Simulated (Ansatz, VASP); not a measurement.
## One calculation of AlNi, two programs

```
Al Ni
1.0
     0.00000   -2.89272    0.00000
     0.00000    0.00000   -2.89272
     8.97817   -1.20530   -1.20530
Al Ni
3 3
Direct
  0.69794 0.69794 0.72494
  0.96644 0.96644 0.08055
  0.83219 0.83219 0.40274
  0.13082 0.13082 0.88604
  0.39931 0.39931 0.24165
  0.26507 0.26507 0.56384
```

Alike in both runs: task single point; functional PBE; k mesh 15 × 15 × 5; occupations gaussian, width 0.15 eV; no spin polarisation.

```csv
,VASP,Ansatz
version,VASP 6.6.1,Ansatz 0.2.0
potentials or method,"VASP PAW PBE potentials, release 64 (Al, Ni), cutoff 520 eV","scalar-relativistic, plane waves, PAW"
valence electrons in the cell,39,63
```

VASP gave:

```
gap on the k mesh at the Fermi level (eV)                     : none
pressure (GPa)                                                : 11.2
traceless stress, the component that is largest in VASP (GPa) : 27.19
rms of the force components (eV/Å)                            : 3.407
```

Question: Estimate Ansatz's values.

Answer: gap on the k mesh at the Fermi level (eV): none; pressure (GPa): 11.5; traceless stress, the component that is largest in VASP (GPa): 27.50; rms of the force components (eV/Å): 3.443.

Atom by atom the forces differ by 0.037 eV/Å (rms over components). A gap of «none» marks a metal or a gap that the smearing closes. VASP's potentials hold 39 valence electrons a cell and Ansatz's 63, so a difference there can come from the potentials and not from the codes.
